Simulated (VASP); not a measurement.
# RbHgBr2 (P4/mmm) in VASP: single point with PBE

Aim: the single point of RbHgBr2 with PBE.

Everything below comes from runs of VASP 6.6.1. Logs are shortened: lines on timing, memory, paths and dates and some standing lists are left out, and cuts for length are marked.

## (1) The cell of the first run

Symmetry: P4/mmm, No. 123, tetragonal system. The conventional cell has a = 5.882 Å, b = 5.882 Å, c = 4.462 Å, α = 90.00°, β = 90.00°, γ = 90.00°. Rb (site symmetry 4/mmm) has 8 Br at 3.69 Å and 2 Rb at 4.46 Å and 8 Hg at 4.72 Å within 4.8 Å. Within 3.9 Å of Hg (site symmetry 4/mmm) lie 4 Br at 2.94 Å. Within 3.9 Å of Br (site symmetry mmm) lie 2 Hg at 2.94 Å and 4 Rb at 3.69 Å.

## (2) Single point, PBE

Contents of INCAR:

```
SYSTEM = RbHgBr2
PREC     = Accurate       ! precision mode
ENCUT    = 520            ! plane-wave cutoff, eV
EDIFF    = 1E-7           ! SCF threshold, eV
ISMEAR   = 0              ! smearing method
SIGMA    = 0.1            ! smearing width, eV
LREAL    = .False.        ! projectors in reciprocal space
LASPH    = .True.         ! aspherical terms in the spheres
NELM     = 100            ! most SCF steps
ALGO     = Fast           ! electronic algorithm
ISIF     = 2              ! what is computed and relaxed
LWAVE    = .False.        ! write WAVECAR
LCHARG   = .False.        ! write CHGCAR
GGA      = PE             ! functional
NBANDS   = 26             ! bands
```

Contents of KPOINTS:

```
Automatic mesh
0
Gamma
  8 8 10
  0 0 0
```

Contents of POSCAR:

```
RbHgBr2
1.0
    5.8815188920      0.0000000000      0.0000000000
    0.0000000000      5.8815188920      0.0000000000
    0.0000000000      0.0000000000      4.4619434569
Rb Hg Br
1 1 2
Direct
    0.5000000000      0.5000000000      0.5000000000
    0.0000000000      0.0000000000      0.0000000000
    0.5000000000      0.0000000000      0.0000000000
    0.0000000000      0.5000000000      0.0000000000
```

Potentials or basis: VASP PAW PBE potentials, release 64 (Rb_sv, Hg, Br).

On the command line:

```sh
$ cat potpaw_PBE.64/Rb_sv/POTCAR potpaw_PBE.64/Hg/POTCAR potpaw_PBE.64/Br/POTCAR > POTCAR
$ mpirun -np 1 vasp_std > vasp.out
```

OUTCAR:

```text
SYSTEM = RbHgBr2
   PREC = Accurate
   ENCUT = 520
   EDIFF = 1E-7
   ISMEAR = 0
   LREAL = .False.
   LASPH = .True.
   NELM = 100
   ISIF = 2
   GGA = PE

 ion  position               nearest neighbor table
   1  0.500  0.500  0.500-   3 3.69   4 3.69   3 3.69   4 3.69   3 3.69   3 3.69   4 3.69   4 3.69
                             2 4.72   2 4.72   2 4.72   2 4.72   2 4.72   2 4.72   2 4.72   2 4.72
   2  0.000  0.000  0.000-   3 2.94   4 2.94   4 2.94   3 2.94   1 4.72   1 4.72   1 4.72   1 4.72
                             1 4.72   1 4.72   1 4.72   1 4.72
   3  0.500  0.000  0.000-   2 2.94   2 2.94   1 3.69   1 3.69   1 3.69   1 3.69
   4  0.000  0.500  0.000-   2 2.94   2 2.94   1 3.69   1 3.69   1 3.69   1 3.69

  LATTYP: Found a simple tetragonal cell.
 ALAT       =     5.8815188920
 C/A-ratio  =     0.7586379537

  Lattice vectors:

 A1 = (   5.8815188920,   0.0000000000,   0.0000000000)
 A2 = (   0.0000000000,   5.8815188920,   0.0000000000)
 A3 = (   0.0000000000,   0.0000000000,   4.4619434569)

Analysis of symmetry for initial positions (statically):
=====================================================================
 Subroutine PRICEL returns:
 Original cell was already a primitive cell.

 Routine SETGRP: Setting up the symmetry group for a
 simple tetragonal supercell.

 Subroutine GETGRP returns: Found 16 space group operations
 (whereof 16 operations were pure point group operations)
 out of a pool of 16 trial point group operations.

The static configuration has the point symmetry D_4h.

Analysis of symmetry for dynamics (positions and initial velocities):
=====================================================================
 Subroutine PRICEL returns:
 Original cell was already a primitive cell.

 Routine SETGRP: Setting up the symmetry group for a
 simple tetragonal supercell.

 Subroutine GETGRP returns: Found 16 space group operations
 (whereof 16 operations were pure point group operations)
 out of a pool of 16 trial point group operations.

The dynamic configuration has the point symmetry D_4h.

 Subroutine INISYM returns: Found 16 space group operations
 (whereof 16 operations are pure point group operations),
 and found     1 'primitive' translations

----------------------------------------------------------------------------------------

                                     Primitive cell

  volume of cell :     154.3487

  direct lattice vectors                    reciprocal lattice vectors
     5.881518892  0.000000000  0.000000000     0.170024107  0.000000000  0.000000000
     0.000000000  5.881518892  0.000000000     0.000000000  0.170024107  0.000000000
     0.000000000  0.000000000  4.461943457     0.000000000  0.000000000  0.224117587

  length of vectors
     5.881518892  5.881518892  4.461943457     0.170024107  0.170024107  0.224117587

  position of ions in fractional coordinates (direct lattice)
     0.500000000  0.500000000  0.500000000
     0.000000000  0.000000000  0.000000000
     0.500000000  0.000000000  0.000000000
     0.000000000  0.500000000  0.000000000

  ion indices of the primitive-cell ions
   primitive index   ion index
                 1           1
                 2           2
                 3           3
                 4           4

----------------------------------------------------------------------------------------

 KPOINTS: Automatic mesh

Automatic generation of k-mesh.
 Grid dimensions read from file:
 generate k-points for:    8    8   10

 Generating k-lattice:

  Cartesian coordinates                     Fractional coordinates (reciprocal lattice)
     0.021253013  0.000000000  0.000000000     0.125000000  0.000000000  0.000000000
     0.000000000  0.021253013  0.000000000     0.000000000  0.125000000  0.000000000
     0.000000000  0.000000000  0.022411759     0.000000000  0.000000000  0.100000000

  Length of vectors
     0.021253013  0.021253013  0.022411759

  Shift w.r.t. Gamma in fractional coordinates (k-lattice)
     0.000000000  0.000000000  0.000000000

 Subroutine IBZKPT returns following result:
 ===========================================

 Found     90 irreducible k-points:

 Following reciprocal coordinates:
            Coordinates               Weight
  0.000000  0.000000  0.000000      1.000000
  0.125000  0.000000  0.000000      4.000000
  0.250000  0.000000  0.000000      4.000000
  0.375000  0.000000  0.000000      4.000000
  0.500000  0.000000  0.000000      2.000000
  0.125000  0.125000  0.000000      4.000000
[... 16 lines left out ...]
  0.375000  0.125000  0.100000     16.000000
  0.500000  0.125000  0.100000      8.000000
 [... further k-points ...]
   k-points           NKPTS =     90   k-points in BZ     NKDIM =     90   number of bands    NBANDS=     26
   number of dos      NEDOS =    301   number of ions     NIONS =      4
   total plane-waves  NPLWV =  82944
   dimension x,y,z NGX =    48 NGY =   48 NGZ =   36
   dimension x,y,z NGXF=    96 NGYF=   96 NGZF=   72
   ions per type =               1   1   2
   NGX,Y,Z   is equivalent  to a cutoff of  13.57, 13.57, 13.41 a.u.
   NGXF,Y,Z  is equivalent  to a cutoff of  27.14, 27.14, 26.83 a.u.
 SYSTEM =  RbHgBr2
   PREC   = accura    normal or accurate (medium, high low for compatibility)
   ISTART =      0    job   : 0-new  1-cont  2-samecut
   ICHARG =      2    charge: 1-file 2-atom 10-const
   ISPIN  =      1    spin polarized calculation?
   LNONCOLLINEAR =      F non collinear calculations
   LSORBIT =      F    spin-orbit coupling
   LASPH  =      T    aspherical Exc in radial PAW
   ENCUT  =  520.0 eV  38.22 Ry    6.18 a.u.  10.94 10.94  8.30*2*pi/ulx,y,z
   NELM   =    100;   NELMIN=  2; NELMDL= -5     # of ELM steps
   EDIFF  = 0.1E-06   stopping-criterion for ELM
   LREAL  =      F    real-space projection
   EDIFFG = 0.1E-05   stopping-criterion for IOM
   NSW    =      0    number of steps for IOM
   IBRION =     -1    ionic relax: 0-MD 1-quasi-New 2-CG
   NFREE  =      0    steps in history (QN), initial steepest desc. (CG)
   ISIF   =      2    stress and relaxation
   ISYM   =      2    0-nonsym 1-usesym 2-fastsym
   POTIM  = 0.5000    time-step for ionic-motion
   TEBEG  =    0.0;   TEEND  =   0.0 temperature during run
   PSTRESS=    0.0 pullay stress
   NELECT =      35.0000    total number of electrons
   NUPDOWN=      -1.0000    fix difference up-down
   EMIN   =  10.00;   EMAX   =-10.00  energy-range for DOS
   EFERMI =   0.00;   METHOD = LEGACY
   ISMEAR =     0;   SIGMA  =   0.10  broadening in eV -4-tet -1-fermi 0-gaus
   EFERMI_NEDOS =   21; number of points for ismear=-14 and -15
   IALGO  =     68    algorithm
   IMIX   =      4    mixing-type and parameters
     AMIX     =   0.40;   BMIX     =  1.00
     AMIX_MAG =   1.60;   BMIX_MAG =  1.00
  volume/ion in A,a.u.               =      38.59       260.40
  Fermi-wavevector in a.u.,A,eV,Ry     =   0.998305  1.886523 13.559736  0.996612
  Thomas-Fermi vector in A             =   2.130519
   LORBIT       =      0    0 simple, 1 ext, 2 COOP (PROOUT), +10 PAW based schemes
   GGA     = PE    functional components
   LHFCALC =     F    Hartree Fock is set to
   AEXX    =    0.0000 exact exchange contribution
   IVDW    =     0    specifies the selected vdW correction
   LEPSILON=     F    determine dielectric tensor
   LRPA    =     F    only Hartree local field effects (RPA)
 non-spin polarized calculation
 RMM-DIIS sequential band-by-band and
 Gauss-broadening in eV      SIGMA  =   0.10
  energy-cutoff  :      520.00
  volume of cell :      154.35
 maximum number of plane-waves:      4192
 NGX is ok and might be reduce to    48
   NGX = 21   NGY = 21   NGZ = 17

 number of electron      34.9999998 magnetization

 Free energy of the ion-electron system (eV)
  ---------------------------------------------------
  ext. energy  EPLUGINS =         0.00000000
  ---------------------------------------------------
  free energy    TOTEN  =        -8.36923640 eV

  energy without entropy =       -8.36471078  energy(sigma->0) =       -8.36697359

 E-fermi :   0.5714     XC(G=0):  -7.5545

 val. band max:        0.5357522625   @ k =   0.3750   0.0000   0.3000
 cond. band min:       0.6105029316   @ k =   0.3750   0.1250   0.3000
 fundamental gap:      0.0747506692
 Fermi energy:         0.5713716318

 k-point     1 :       0.0000    0.0000    0.0000
  band No.  band energies     occupation
      1     -26.4604      2.00000
      2     -14.3850      2.00000
      3     -14.1753      2.00000
      4     -10.5614      2.00000
      5     -10.5614      2.00000
      6     -10.4993      2.00000
[... 18 lines left out ...]
     25       7.2952      0.00000
     26       7.3373      0.00000

 k-point     2 :       0.1250    0.0000    0.0000
  band No.  band energies     occupation
      1     -26.4603      2.00000
      2     -14.3753      2.00000
      3     -14.1810      2.00000
      4     -10.5612      2.00000
      5     -10.5535      2.00000
      6     -10.4988      2.00000
[... 18 lines left out ...]
     25       7.1631      0.00000
     26       7.3829      0.00000

 k-point     3 :       0.2500    0.0000    0.0000
  band No.  band energies     occupation
      1     -26.4602      2.00000
      2     -14.3499      2.00000
      3     -14.1966      2.00000
      4     -10.5607      2.00000
      5     -10.5343      2.00000
      6     -10.4977      2.00000
[... 18 lines left out ...]
     25       7.0064      0.00000
     26       7.6843      0.00000

 k-point     4 :       0.3750    0.0000    0.0000
  band No.  band energies     occupation
      1     -26.4601      2.00000
      2     -14.3190      2.00000
      3     -14.2173      2.00000
      4     -10.5602      2.00000
      5     -10.5150      2.00000
      6     -10.4966      2.00000
[... 18 lines left out ...]
     25       7.0502      0.00000
     26       8.0780      0.00000
[... 496 lines left out ...]
      1     -26.4595      2.00000
      2     -14.3379      2.00000
      3     -14.1965      2.00000
      4     -10.5516      2.00000
      5     -10.5365      2.00000
      6     -10.5064      2.00000
[... 18 lines left out ...]
     25       7.1944      0.00000
     26       7.6513      0.00000

 k-point    23 :       0.3750    0.1250    0.1000
  band No.  band energies     occupation
      1     -26.4594      2.00000
      2     -14.3066      2.00000
      3     -14.2165      2.00000
      4     -10.5510      2.00000
      5     -10.5204      2.00000
      6     -10.5061      2.00000
[... 18 lines left out ...]
     25       7.1813      0.00000
     26       7.8308      0.00000

 k-point    24 :       0.5000    0.1250    0.1000
  band No.  band energies     occupation
      1     -26.4594      2.00000
      2     -14.2887      2.00000
      3     -14.2295      2.00000
      4     -10.5507      2.00000
      5     -10.5105      2.00000
      6     -10.5092      2.00000
[... 18 lines left out ...]
     25       7.1889      0.00000
     26       7.5562      0.00000

 [... further k-points ...]
[... 5 lines left out ...]
  --------------------------------------------------------------------------------------
  -------------------------------------------------------------------------------------
  Total        0.0485526      0.0485526     -0.0042973      0.0000000      0.0000000      0.0000000
  in kB        0.5039874      0.5039874     -0.0446071      0.0000000      0.0000000      0.0000000
  external PRESSURE =       0.3211225 kB  Pullay stress =       0.0000000 kB

 VOLUME and BASIS-vectors are now :
 -----------------------------------------------------------------------------
  energy-cutoff  :      520.00
  volume of cell :      154.35
      direct lattice vectors                 reciprocal lattice vectors
     5.881518892  0.000000000  0.000000000     0.170024107  0.000000000  0.000000000
     0.000000000  5.881518892  0.000000000     0.000000000  0.170024107  0.000000000
     0.000000000  0.000000000  4.461943457     0.000000000  0.000000000  0.224117587

 POSITION                                       TOTAL-FORCE (eV/Angst)
 -----------------------------------------------------------------------------------
      2.94076      2.94076      2.23097         0.000000      0.000000      0.000000
      0.00000      0.00000      0.00000         0.000000      0.000000      0.000000
      2.94076      0.00000      0.00000         0.000000      0.000000      0.000000
      0.00000      2.94076      0.00000         0.000000      0.000000      0.000000
 -----------------------------------------------------------------------------------
    total drift:                                0.000000     -0.000000      0.000000

  FREE ENERGIE OF THE ION-ELECTRON SYSTEM (eV)
  ---------------------------------------------------
  free  energy   TOTEN  =        -8.3692363982 eV

  energy  without entropy=       -8.3647107829  energy(sigma->0) =       -8.36697359
```

It took 7.7 min on 1 thread of Intel Xeon Platinum 8488C (Sapphire Rapids), shared host; peak memory 0.53 GiB.

Results:

| Item | Value |
| --- | --- |
| Free energy | -8.3692 eV |
| Pressure | 0.0 GPa |
| Band gap on the k mesh | zero (an odd number of electrons rules out a gap without spin polarisation) |

Caveat: spin-orbit coupling is left out, which moves the levels of the heavy elements; an odd number of electrons without spin polarisation forces a metal; a magnetic or distorted state may lie lower.
